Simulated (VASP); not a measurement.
A run of VASP 6.6.1:

INCAR

```
SYSTEM = InP3
ALGO = Normal ; EDIFF = 1E-6
ENCUT = 520 ; GGA = PS
ISIF = 2 ; ISMEAR = 0
LASPH = .TRUE. ; LCHARG = .FALSE.
LREAL = .FALSE. ; LWAVE = .FALSE.
NBANDS = 38 ; NELM = 80
PREC = Accurate ; SIGMA = 0.15
```

Contents of KPOINTS:

```
k-points
0
G
  6 6 6
  0 0 0
```

File POSCAR:

```
InP3
1.0
    4.0121857222      2.3164365067      3.0170261787
   -4.0121857222      2.3164365067      3.0170261787
    0.0000000000     -4.6328730135      3.0170261787
In P
2 6
Direct
    0.2732789115      0.2732789115      0.2732789115
    0.7267210885      0.7267210885      0.7267210885
    0.7947108827      0.2411926280      0.7947108827
    0.7947108827      0.7947108827      0.2411926280
    0.2411926280      0.7947108827      0.7947108827
    0.2052891173      0.7588073720      0.2052891173
    0.7588073720      0.2052891173      0.2052891173
    0.2052891173      0.2052891173      0.7588073720
```

Potentials or basis: VASP PAW PBE potentials, release 64 (In_d, P).

Run with:

```sh
$ cat potpaw_PBE.64/In_d/POTCAR potpaw_PBE.64/P/POTCAR > POTCAR
$ mpirun -np 1 vasp_std > vasp.out
```

Hardware: 1 thread of Intel(R) Xeon(R) Platinum 8488C (Sapphire Rapids) (shared host).

**Question.** How long does it take, and how much memory?

**Answer.** It took 3.5 min on 1 thread of Intel(R) Xeon(R) Platinum 8488C (Sapphire Rapids), on a shared host, peak memory 0.35 GiB. Counts: scf iterations 13, k points 32.
